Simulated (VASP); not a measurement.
# TiAl (P-6m2) in VASP: notebook

TiAl is run at these levels: PBEsol; tasks: single point.

All numbers are computed with VASP 6.6.1; they aren't measurements. Logs are shortened: lines on timing, memory, paths and dates and some standing lists are left out, and cuts for length are marked.

### Step 1. The cell of the first run

Symmetry: P-6m2, No. 187, hexagonal system. Conventional cell: a = 2.762 Å, b = 2.762 Å, c = 4.373 Å, α = 90.00°, β = 90.00°, γ = 120.00°. Ti (site symmetry -6m2) has 6 Al at 2.71 Å and 6 Ti at 2.76 Å within 3.6 Å. Within 3.6 Å of Al (site symmetry -6m2) lie 6 Ti at 2.71 Å and 6 Al at 2.76 Å.

### Step 2. Single point, PBEsol

INCAR

```
SYSTEM = TiAl
ALGO     = Normal         ! electronic algorithm
EDIFF    = 1E-6           ! SCF threshold, eV
ENCUT    = 520            ! plane-wave cutoff, eV
GGA      = PS             ! functional
ISIF     = 2              ! what is computed and relaxed
ISMEAR   = 0              ! smearing method
LASPH    = .TRUE.         ! aspherical terms in the spheres
LCHARG   = .TRUE.         ! write CHGCAR
LELF     = .TRUE.         ! ELF
LREAL    = .FALSE.        ! projectors in reciprocal space
LVHAR    = .TRUE.       
LWAVE    = .FALSE.        ! write WAVECAR
NBANDS   = 14             ! bands
NELM     = 60             ! most SCF steps
PREC     = Accurate       ! precision mode
SIGMA    = 0.15           ! smearing width, eV
```

KPOINTS

```
k-points
0
G
  18 18 10
  0 0 0
```

POSCAR

```
TiAl
1.0
    2.7621000000      0.0000000000      0.0000000000
   -1.3810500000      2.3920487678      0.0000000000
    0.0000000000      0.0000000000      4.3728000000
Ti Al
1 1
Direct
    0.0000000000      0.0000000000      0.0000000000
    0.3333333333      0.6666666667      0.5000000000
```

Potentials or basis: VASP PAW PBE potentials, release 64 (Ti_sv, Al).

Run with:

```bash
$ cat potpaw_PBE.64/Ti_sv/POTCAR potpaw_PBE.64/Al/POTCAR > POTCAR
$ mpirun -np 1 vasp_std > vasp.out
```

OUTCAR:

```text
SYSTEM = TiAl
   EDIFF = 1E-6
   ENCUT = 520
   GGA = PS
   ISIF = 2
   ISMEAR = 0
   LASPH = .TRUE.
   LREAL = .FALSE.
   NELM = 60
   PREC = Accurate

 ion  position               nearest neighbor table
   1  0.000  0.000  0.000-   2 2.71   2 2.71   2 2.71   2 2.71   2 2.71   2 2.71
   2  0.333  0.667  0.500-   1 2.71   1 2.71   1 2.71   1 2.71   1 2.71   1 2.71

  LATTYP: Found a hexagonal cell.
 ALAT       =     2.7621000000
 C/A-ratio  =     1.5831432606

  Lattice vectors:

 A1 = (   2.7621000000,   0.0000000000,   0.0000000000)
 A2 = (  -1.3810500000,   2.3920487678,   0.0000000000)
 A3 = (   0.0000000000,   0.0000000000,   4.3728000000)

Analysis of symmetry for initial positions (statically):
=====================================================================
 Subroutine PRICEL returns:
 Original cell was already a primitive cell.

 Routine SETGRP: Setting up the symmetry group for a
 hexagonal supercell.

 Subroutine GETGRP returns: Found 12 space group operations
 (whereof 12 operations were pure point group operations)
 out of a pool of 24 trial point group operations.

The static configuration has the point symmetry D_3h.

Analysis of symmetry for dynamics (positions and initial velocities):
=====================================================================
 Subroutine PRICEL returns:
 Original cell was already a primitive cell.

 Routine SETGRP: Setting up the symmetry group for a
 hexagonal supercell.

 Subroutine GETGRP returns: Found 12 space group operations
 (whereof 12 operations were pure point group operations)
 out of a pool of 24 trial point group operations.

The dynamic configuration has the point symmetry D_3h.

 Subroutine INISYM returns: Found 12 space group operations
 (whereof 12 operations are pure point group operations),
 and found     1 'primitive' translations

----------------------------------------------------------------------------------------

                                     Primitive cell

  volume of cell :      28.8914

  direct lattice vectors                    reciprocal lattice vectors
     2.762100000  0.000000000  0.000000000     0.362043373  0.209025839  0.000000000
    -1.381050000  2.392048768  0.000000000     0.000000000  0.418051677  0.000000000
     0.000000000  0.000000000  4.372800000     0.000000000  0.000000000  0.228686425

  length of vectors
     2.762100000  2.762100000  4.372800000     0.418051677  0.418051677  0.228686425
[... 85 lines left out ...]
   IBRION =     -1    ionic relax: 0-MD 1-quasi-New 2-CG
   NFREE  =      0    steps in history (QN), initial steepest desc. (CG)
   ISIF   =      2    stress and relaxation
   ISYM   =      2    0-nonsym 1-usesym 2-fastsym
   POTIM  = 0.5000    time-step for ionic-motion
   TEBEG  =    0.0;   TEEND  =   0.0 temperature during run
   PSTRESS=    0.0 pullay stress
   NELECT =      15.0000    total number of electrons
   NUPDOWN=      -1.0000    fix difference up-down
   EMIN   =  10.00;   EMAX   =-10.00  energy-range for DOS
   EFERMI =   0.00;   METHOD = LEGACY
   ISMEAR =     0;   SIGMA  =   0.15  broadening in eV -4-tet -1-fermi 0-gaus
   EFERMI_NEDOS =   21; number of points for ismear=-14 and -15
   IALGO  =     38    algorithm
   IMIX   =      4    mixing-type and parameters
     AMIX     =   0.40;   BMIX     =  1.00
     AMIX_MAG =   1.60;   BMIX_MAG =  1.00
  volume/ion in A,a.u.               =      14.45        97.48
  Fermi-wavevector in a.u.,A,eV,Ry     =   1.315777  2.486458 23.555340  1.731269
  Thomas-Fermi vector in A             =   2.445936
   LORBIT       =      0    0 simple, 1 ext, 2 COOP (PROOUT), +10 PAW based schemes
   GGA     = PS    functional components
   LHFCALC =     F    Hartree Fock is set to
   AEXX    =    0.0000 exact exchange contribution
   IVDW    =     0    specifies the selected vdW correction
   LEPSILON=     F    determine dielectric tensor
   LRPA    =     F    only Hartree local field effects (RPA)
 non-spin polarized calculation
 Gauss-broadening in eV      SIGMA  =   0.15
  energy-cutoff  :      520.00
  volume of cell :       28.89
 maximum number of plane-waves:       796
 NGX is ok and might be reduce to    24
   NGX = 11   NGY = 11   NGZ = 17

 number of electron      15.0000000 magnetization

 Free energy of the ion-electron system (eV)
  ---------------------------------------------------
  ext. energy  EPLUGINS =         0.00000000
  ---------------------------------------------------
  free energy    TOTEN  =       -12.76600572 eV

  energy without entropy =      -12.73865528  energy(sigma->0) =      -12.75233050

 E-fermi :   9.2754     XC(G=0): -11.6552

 val. band max:        9.2703395002   @ k =   0.2778   0.1111   0.4000
 cond. band min:       9.2819348428   @ k =   0.2222   0.1111   0.1000
 fundamental gap:      0.0115953426
 Fermi energy:         9.2754035222

 k-point     1 :       0.0000    0.0000    0.0000
  band No.  band energies     occupation
      1     -46.6968      2.00000
      2     -23.1582      2.00000
      3     -22.5801      2.00000
      4     -22.5801      2.00000
      5      -0.2729      2.00000
      6       6.9111      2.00000
      7       7.7029      2.00000
      8      10.7025      0.00000
      9      10.7025      0.00000
     10      12.4351      0.00000
     11      12.4351      0.00000
     12      14.3280      0.00000
     13      22.8869      0.00000
     14      22.8869      0.00000
[... 377 lines left out ...]
      1     -46.5448      2.00000
      2     -23.3648      2.00000
      3     -23.0118      2.00000
      4     -22.8269      2.00000
      5       4.7254      2.00000
      6       7.1813      2.00000
      7       7.5894      2.00000
      8       8.3400      2.00000
      9      10.9905      0.00000
     10      12.9154      0.00000
     11      14.1633      0.00000
     12      14.6135      0.00000
     13      15.5309      0.00000
     14      16.9356      0.00000

 [... further k-points ...]
[... 5 lines left out ...]
  --------------------------------------------------------------------------------------
  -------------------------------------------------------------------------------------
  Total        2.5619640      2.5619640      3.9734441      0.0000000      0.0000000      0.0000000
  in kB      142.0739880    142.0739880    220.3477630      0.0000000      0.0000000      0.0000000
  external PRESSURE =     168.1652463 kB  Pullay stress =       0.0000000 kB

 VOLUME and BASIS-vectors are now :
 -----------------------------------------------------------------------------
  energy-cutoff  :      520.00
  volume of cell :       28.89
      direct lattice vectors                 reciprocal lattice vectors
     2.762100000  0.000000000  0.000000000     0.362043373  0.209025839  0.000000000
    -1.381050000  2.392048768  0.000000000     0.000000000  0.418051677  0.000000000
     0.000000000  0.000000000  4.372800000     0.000000000  0.000000000  0.228686425

 POSITION                                       TOTAL-FORCE (eV/Angst)
 -----------------------------------------------------------------------------------
      0.00000      0.00000      0.00000        -0.000000      0.000000      0.000000
     -0.00000      1.59470      2.18640         0.000000     -0.000000      0.000000
 -----------------------------------------------------------------------------------
    total drift:                                0.000000     -0.000000      0.000000

  FREE ENERGIE OF THE ION-ELECTRON SYSTEM (eV)
  ---------------------------------------------------
  free  energy   TOTEN  =       -12.7660057216 eV

  energy  without entropy=      -12.7386552819  energy(sigma->0) =      -12.75233050
```

Wall time 61 s (1 thread of Intel Xeon Platinum 8488C (Sapphire Rapids), shared host); peak memory 0.23 GiB.

Results:

| Quantity | Value |
| --- | --- |
| Free energy | -12.7660 eV |
| Pressure | 16.8 GPa |

Levels at points of the mesh, in eV from the Fermi level:
```tsv
k point	band 4	band 5	band 6	band 7	band 8	band 9	band 10	band 11
(0.00, 0.00, 0.00)	-31.86	-9.55	-2.36	-1.57	1.43	1.43	3.16	3.16
(0.50, 0.00, 0.00)	-32.05	-4.11	-2.88	-1.84	-1.19	2.33	4.61	4.73
(0.00, 0.00, 0.50)	-31.86	-8.40	-5.52	-0.37	1.44	1.44	3.04	3.04
(0.50, 0.00, 0.50)	-32.05	-4.11	-2.45	-2.08	0.78	1.11	2.06	3.74
```

Caveat: the PAW data sets were made with another functional, which shifts forces and pressure a little.

### Step 3. Single point, PBEsol

This run uses another cell than the first one, of 14.55 Å³/atom, 1.007 times its volume.

INCAR

```
SYSTEM = TiAl
PREC = Accurate ; ENCUT = 520
EDIFF = 1E-6 ; ISMEAR = 0
SIGMA = 0.15 ; LREAL = .FALSE.
LASPH = .TRUE. ; NELM = 100
ALGO = Fast ; ISIF = 2
LWAVE = .FALSE. ; LCHARG = .FALSE.
GGA = PS ; NBANDS = 14
```

KPOINTS

```
Automatic mesh
0
G
  18 18 10
  0 0 0
```

POSCAR

```
TiAl
1.0
    2.7526000000      0.0000000000      0.0000000000
   -1.3763000000      2.3838215265      0.0000000000
    0.0000000000      0.0000000000      4.4344000000
Ti Al
1 1
Direct
    0.0000000000      0.0000000000      0.0000000000
    0.3333333333      0.6666666667      0.5000000000
```

Potentials or basis: VASP PAW PBE potentials, release 64 (Ti_sv, Al).

Run with:

```bash
$ cat potpaw_PBE.64/Ti_sv/POTCAR potpaw_PBE.64/Al/POTCAR > POTCAR
$ mpirun -np 1 vasp_std > vasp.out
```

Wall time 2.3 min (1 thread of Intel Xeon Platinum 8488C (Sapphire Rapids), shared host); peak memory 0.21 GiB.

The run converged. Its results:

```yaml
Free_energy: -12.7994 eV
Pressure: 15.2 GPa
```

Stress tensor (GPa, compression positive):
```
13.71  0.00  0.00
 0.00 13.71  0.00
 0.00  0.00 18.03
```

Levels at points of the mesh, in eV from the Fermi level:
| k point | band 3 | band 4 | band 5 | band 6 | band 7 | band 8 | band 9 | band 10 | band 11 | band 12 |
| --- | --- | --- | --- | --- | --- | --- | --- | --- | --- | --- |
| (0.00, 0.00, 0.00) | -31.86 | -31.86 | -9.56 | -2.42 | -1.75 | 1.43 | 1.43 | 3.19 | 3.19 | 4.77 |
| (0.50, 0.00, 0.00) | -32.30 | -32.05 | -4.07 | -2.85 | -1.86 | -1.21 | 2.37 | 4.59 | 4.63 | 4.85 |
| (0.00, 0.00, 0.50) | -31.86 | -31.86 | -8.48 | -5.55 | -0.48 | 1.45 | 1.45 | 3.09 | 3.09 | 7.50 |
| (0.50, 0.00, 0.50) | -32.30 | -32.05 | -4.07 | -2.49 | -2.09 | 0.79 | 1.06 | 2.12 | 3.56 | 4.63 |

Caveat: the PAW data sets were made with another functional, which shifts forces and pressure a little.

### Step 4. Single point, PBEsol

This run uses another cell than the first one, of 16.65 Å³/atom, 1.153 times its volume.

INCAR

```
ALGO = Normal
EDIFF = 1E-7
ENCUT = 520
GGA = PS
ISIF = 2
ISMEAR = 0
LASPH = True
LCHARG = False
LREAL = False
LWAVE = False
NBANDS = 14
NELM = 80
PREC = Accurate
SIGMA = 0.15
```

KPOINTS

```
k-points
0
Gamma
  18 18 10
```

POSCAR

```
TiAl
1.0
    2.8475477334      0.0000000000      0.0000000000
   -1.4237738667      2.4660486756      0.0000000000
    0.0000000000      0.0000000000      4.7424000000
Ti Al
1 1
Direct
    0.0000000000      0.0000000000      0.0000000000
    0.3333333333      0.6666666667      0.5000000000
```

Potentials or basis: VASP PAW PBE potentials, release 64 (Ti_sv, Al).

Run with:

```bash
$ cat potpaw_PBE.64/Ti_sv/POTCAR potpaw_PBE.64/Al/POTCAR > POTCAR
$ mpirun -np 1 vasp_std > vasp.out
```

OUTCAR:

```text
EDIFF = 1E-7
   ENCUT = 520
   GGA = PS
   ISIF = 2
   ISMEAR = 0
   LASPH = True
   LREAL = False
   NELM = 80
   PREC = Accurate

 ion  position               nearest neighbor table
   1  0.000  0.000  0.000-   2 2.89   2 2.89   2 2.89   2 2.89   2 2.89   2 2.89
   2  0.333  0.667  0.500-   1 2.89   1 2.89   1 2.89   1 2.89   1 2.89   1 2.89

  LATTYP: Found a hexagonal cell.
 ALAT       =     2.8475477334
 C/A-ratio  =     1.6654330125

  Lattice vectors:

 A1 = (   2.8475477334,   0.0000000000,   0.0000000000)
 A2 = (  -1.4237738667,   2.4660486756,   0.0000000000)
 A3 = (   0.0000000000,   0.0000000000,   4.7424000000)

Analysis of symmetry for initial positions (statically):
=====================================================================
 Subroutine PRICEL returns:
 Original cell was already a primitive cell.

 Routine SETGRP: Setting up the symmetry group for a
 hexagonal supercell.

 Subroutine GETGRP returns: Found 12 space group operations
 (whereof 12 operations were pure point group operations)
 out of a pool of 24 trial point group operations.

[... 176 lines left out ...]
      5      -1.1753      2.00000
      6       5.3999      2.00000
      7       5.8054      2.00000
      8       9.0836      0.00000
      9       9.0836      0.00000
     10      10.6114      0.00000
     11      10.6114      0.00000
     12      11.4449      0.00000
     13      20.8743      0.00000
     14      20.8743      0.00000
[... 377 lines left out ...]
      1     -48.3926      2.00000
      2     -25.0524      2.00000
      3     -24.8199      2.00000
      4     -24.6563      2.00000
      5       3.6042      2.00000
      6       5.8976      2.00000
      7       6.3637      2.00000
      8       7.0091      2.00000
      9       9.4046      0.00000
     10      10.8569      0.00000
     11      11.8008      0.00000
     12      12.3303      0.00000
     13      13.3258      0.00000
     14      14.2790      0.00000

 [... further k-points ...]

------------------------ aborting loop because EDIFF is reached ----------------------------------------

  FORCE on cell =-STRESS in cart. coord.  units (eV):
  Direction    XX          YY          ZZ          XY          YZ          ZX
  --------------------------------------------------------------------------------------
  -------------------------------------------------------------------------------------
  Total       -0.3297211     -0.3297211     -1.2218579     -0.0000000      0.0000000      0.0000000
  in kB      -15.8630427    -15.8630427    -58.7841785     -0.0000000      0.0000000      0.0000000
  external PRESSURE =     -30.1700880 kB  Pullay stress =       0.0000000 kB

 VOLUME and BASIS-vectors are now :
 -----------------------------------------------------------------------------
  energy-cutoff  :      520.00
  volume of cell :       33.30
      direct lattice vectors                 reciprocal lattice vectors
     2.847547733  0.000000000  0.000000000     0.351179363  0.202753500  0.000000000
    -1.423773867  2.466048676  0.000000000     0.000000000  0.405507000  0.000000000
     0.000000000  0.000000000  4.742400000     0.000000000  0.000000000  0.210863698

 POSITION                                       TOTAL-FORCE (eV/Angst)
 -----------------------------------------------------------------------------------
      0.00000      0.00000      0.00000        -0.000000      0.000000      0.000000
     -0.00000      1.64403      2.37120         0.000000     -0.000000      0.000000
 -----------------------------------------------------------------------------------
    total drift:                                0.000000     -0.000000      0.000000

  FREE ENERGIE OF THE ION-ELECTRON SYSTEM (eV)
  ---------------------------------------------------
  free  energy   TOTEN  =       -12.9314670197 eV

  energy  without entropy=      -12.9051244823  energy(sigma->0) =      -12.91829575
```

OSZICAR:

```text
N       E                     dE             d eps       ncg     rms          rms(c)
DAV:   1     0.100880074476E+03    0.10088E+03   -0.71245E+03  6216   0.108E+03
DAV:   2    -0.845720136186E+01   -0.10934E+03   -0.10492E+03  6450   0.302E+02
DAV:   3    -0.143338355922E+02   -0.58766E+01   -0.57418E+01  9394   0.665E+01
DAV:   4    -0.145143900518E+02   -0.18055E+00   -0.18019E+00  7128   0.104E+01
DAV:   5    -0.145211469149E+02   -0.67569E-02   -0.67563E-02  9340   0.188E+00    0.947E+00
DAV:   6    -0.132573605820E+02    0.12638E+01   -0.60518E+00  7094   0.303E+01    0.376E+00
DAV:   7    -0.129646665683E+02    0.29269E+00   -0.76925E-01  6828   0.997E+00    0.203E+00
DAV:   8    -0.129353291231E+02    0.29337E-01   -0.17355E-01  7164   0.469E+00    0.812E-01
DAV:   9    -0.129338689018E+02    0.14602E-02   -0.45550E-02  6938   0.305E+00    0.398E-01
DAV:  10    -0.129314050937E+02    0.24638E-02   -0.74643E-03  7004   0.109E+00    0.622E-02
DAV:  11    -0.129314826477E+02   -0.77554E-04   -0.63848E-04  8444   0.230E-01    0.581E-02
DAV:  12    -0.129314764204E+02    0.62273E-05   -0.25475E-05  7166   0.458E-02    0.394E-02
DAV:  13    -0.129314673765E+02    0.90439E-05   -0.19803E-05  7164   0.542E-02    0.111E-02
DAV:  14    -0.129314671334E+02    0.24312E-06   -0.10809E-06  6890   0.110E-02    0.229E-03
DAV:  15    -0.129314670123E+02    0.12105E-06   -0.72991E-08  4884   0.333E-03    0.713E-04
DAV:  16    -0.129314670197E+02   -0.73701E-08   -0.91975E-09  3450   0.108E-03
   1 F= -.12931467E+02 E0= -.12918296E+02  d E =-.263425E-01
```

It took 58 s on 1 thread of Intel Xeon Platinum 8488C (Sapphire Rapids), shared host; peak memory 0.23 GiB.

What came out:

| Property | Result |
| --- | --- |
| Free energy | -12.9315 eV |
| Pressure | -3.0 GPa |

Stress tensor (GPa, compression positive):
```
-1.59  0.00  0.00
 0.00 -1.59  0.00
 0.00  0.00 -5.88
```

Caveat: the PAW data sets were made with another functional, which shifts forces and pressure a little.

### Step 5. Single point, PBEsol

This run uses another cell than the first one, of 16.76 Å³/atom, 1.160 times its volume.

INCAR

```
SYSTEM = TiAl
PREC = Accurate
ENCUT = 520
EDIFF = 1E-6
ISMEAR = 0
SIGMA = 0.15
LREAL = .False.
LASPH = .True.
NELM = 100
ALGO = Fast
ISIF = 2
LWAVE = .False.
LCHARG = .True.
GGA = PS
LELF = .True.
LVHAR = .True.
NBANDS = 14
```

KPOINTS

```
Automatic mesh
0
Gamma
  18 18 10
  0 0 0
```

POSCAR

```
TiAl
1.0
    2.8950000000      0.0000000000      0.0000000000
   -1.4475000000      2.5071435440      0.0000000000
    0.0000000000      0.0000000000      4.6191923846
Ti Al
1 1
Direct
    0.0000000000      0.0000000000      0.0000000000
    0.3333333333      0.6666666667      0.5000000000
```

Run with:

```bash
$ cat potpaw_PBE.64/Ti_sv/POTCAR potpaw_PBE.64/Al/POTCAR > POTCAR
$ mpirun -np 1 vasp_std > vasp.out
```

It took 2.2 min on 1 thread of Intel Xeon Platinum 8488C (Sapphire Rapids), shared host; peak memory 0.24 GiB.

The run converged. Its results:

```
Free energy : -12.9347 eV
Pressure    : -3.3 GPa
```

Stress tensor (GPa, compression positive):
```
-3.83  0.00  0.00
 0.00 -3.83  0.00
 0.00  0.00 -2.27
```

Levels at points of the mesh, in eV from the Fermi level:
```tsv
k point	band 5	band 6	band 7	band 8	band 9	band 10
(0.00, 0.00, 0.00)	-8.84	-2.20	-1.64	1.25	1.25	2.67
(0.50, 0.00, 0.00)	-3.71	-2.85	-1.49	-0.93	2.02	3.85
(0.00, 0.00, 0.50)	-7.89	-5.21	-0.31	1.27	1.27	2.58
(0.50, 0.00, 0.50)	-3.65	-2.35	-1.80	0.49	0.98	1.80
```

Caveat: the PAW data sets were made with another functional, which shifts forces and pressure a little.

### Step 6. Overview

```csv
cell,gap on the mesh (eV),pressure (GPa)
"a = 2.762, b = 2.762, c = 4.373 Å, angles 90.0, 90.0, 120.0°, 2 atoms",none,16.8
"a = 2.753, b = 2.753, c = 4.434 Å, angles 90.0, 90.0, 120.0°, 2 atoms",none,15.2
"a = 2.848, b = 2.848, c = 4.742 Å, angles 90.0, 90.0, 120.0°, 2 atoms",none,-3.0
"a = 2.895, b = 2.895, c = 4.619 Å, angles 90.0, 90.0, 120.0°, 2 atoms",none,-3.3
```

Alike in all rows: task single point; level PBEsol; potentials or basis VASP PAW PBE potentials, release 64 (Ti_sv, Al); no spin polarisation; k mesh 18 × 18 × 10; cutoff (eV) 520; smearing gaussian 0.15 eV.

Caveats: the PAW data sets were made with another functional, which shifts forces and pressure a little.

Absolute energies hang on the potentials; compare differences alone.
